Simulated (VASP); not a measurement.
A run of VASP 6.6.1:

Contents of INCAR:

```
SYSTEM = CdO
  PREC = Accurate
  ENCUT = 700
  EDIFF = 1E-6
  ISMEAR = 0
  SIGMA = 0.01
  LREAL = .FALSE.
  LASPH = .TRUE.
  NELM = 120
  ALGO = Normal
  ISIF = 2
  LWAVE = .FALSE.
  LCHARG = .FALSE.
  GGA = PS
  NBANDS = 20
  GGA_COMPAT = .FALSE.
```

File KPOINTS:

```
regular mesh
0
G
  8 8 8
  0 0 0
```

Contents of POSCAR:

```
CdO
1.0
    0.0000000000      2.3451761679      2.3451761679
    2.3451761679      0.0000000000      2.3451761679
    2.3451761679      2.3451761679      0.0000000000
Cd O
1 1
Direct
    0.0000000000      0.0000000000      0.0000000000
    0.5000000000      0.5000000000      0.5000000000
```

Potentials or basis: VASP PAW PBE potentials, release 64 (Cd_sv_GW, O).

Run with:

```sh
$ cat potpaw_PBE.64/Cd_sv_GW/POTCAR potpaw_PBE.64/O/POTCAR > POTCAR
$ mpirun -np 1 vasp_std > vasp.out
```

Hardware: 1 thread of Intel(R) Xeon(R) Platinum 8259CL CPU @ 2.50GHz (Skylake/Cascade Lake) (shared host).

Estimate the wall time of this run.

It took 30 s on 1 thread of Intel(R) Xeon(R) Platinum 8259CL CPU @ 2.50GHz (Skylake/Cascade Lake), on a shared host, peak memory 0.19 GiB. Counts: scf iterations 12, k points 29.
